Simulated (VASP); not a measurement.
A run of VASP 6.6.1 is set up as follows.

INCAR

```
  PREC = Accurate
  ENCUT = 600
  EDIFF = 1E-7
  ISMEAR = -1
  SIGMA = 0.05
  LREAL = False
  LASPH = True
  NELM = 60
  ALGO = Normal
  ISIF = 3
  LWAVE = False
  LCHARG = False
  GGA = CA
  IBRION = 2
  NSW = 60
  EDIFFG = -0.01
```

File KPOINTS:

```
Automatic mesh
0
Gamma
  13 13 7
```

File POSCAR:

```
SrCa
1.0
    4.1283380000      0.0000000000      0.0000000000
   -2.0641690000      3.5752455834      0.0000000000
    0.0000000000      0.0000000000      6.7887450000
Sr Ca
1 1
Direct
    0.6666666667      0.3333333333      0.5000000000
    0.0000000000      0.0000000000      0.0000000000
```

Potentials or basis: VASP PAW LDA potentials, release 64 (Sr_sv, Ca_sv).

Command:

```bash
$ cat potpaw_LDA.64/Sr_sv/POTCAR potpaw_LDA.64/Ca_sv/POTCAR > POTCAR
$ mpirun -np 1 vasp_std > vasp.out
```

Q: Estimate the space group after relaxing (to 0.1 Å).

A: P-6m2 (No. 187).

Q: Estimate the band gap on the k mesh.

A: Zero (bands 10 and 11 overlap by 0.13 eV).

Q: Predict the relaxed cell.

A: a = 3.933 Å, b = 3.933 Å, c = 6.455 Å, α = 90.00°, β = 90.00°, γ = 120.00°.

Final structure:
```
Sr Ca
1.0
     3.93335    0.00000    0.00000
    -1.96668    3.40638    0.00000
     0.00000    0.00000    6.45479
Sr Ca
1 1
Direct
  0.66667 0.33333 0.50000
  0.00000 0.00000 0.00000
```
